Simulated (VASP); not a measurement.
Here is a VASP 6.6.1 calculation.

The input INCAR:

```
SYSTEM = PtSe
ALGO = Normal
EDIFF = 1E-6
ENCUT = 500
GGA = PE
GGA_COMPAT = .False.
ISIF = 2
ISMEAR = -1
LASPH = .True.
LCHARG = .True.
LELF = .True.
LREAL = .False.
LVHAR = .True.
LWAVE = .False.
NBANDS = 15
NELM = 120
PREC = Accurate
SIGMA = 0.05
```

Contents of KPOINTS:

```
k-points
0
Gamma
  8 8 8
  0 0 0
```

Contents of POSCAR:

```
PtSe
1.0
    0.0000000000      2.7605901271      2.7605901271
    2.7605901271      0.0000000000      2.7605901271
    2.7605901271      2.7605901271      0.0000000000
Pt Se
1 1
Direct
    0.5000000000      0.5000000000      0.5000000000
    0.0000000000      0.0000000000      0.0000000000
```

Potentials or basis: VASP PAW PBE potentials, release 64 (Pt, Se).

The run is started by

```console
$ cat potpaw_PBE.64/Pt/POTCAR potpaw_PBE.64/Se/POTCAR > POTCAR
$ mpirun -np 1 vasp_std > vasp.out
```

**Question.** Estimate the band gap on the k mesh.

**Answer.** Zero (band 8 reaches 8.06 eV, above the bottom of band 9 at 4.42 eV).

**Question.** Estimate the pressure.

**Answer.** -12.3 GPa.

Caveat: spin-orbit coupling is left out, which moves the levels of the heavy elements.
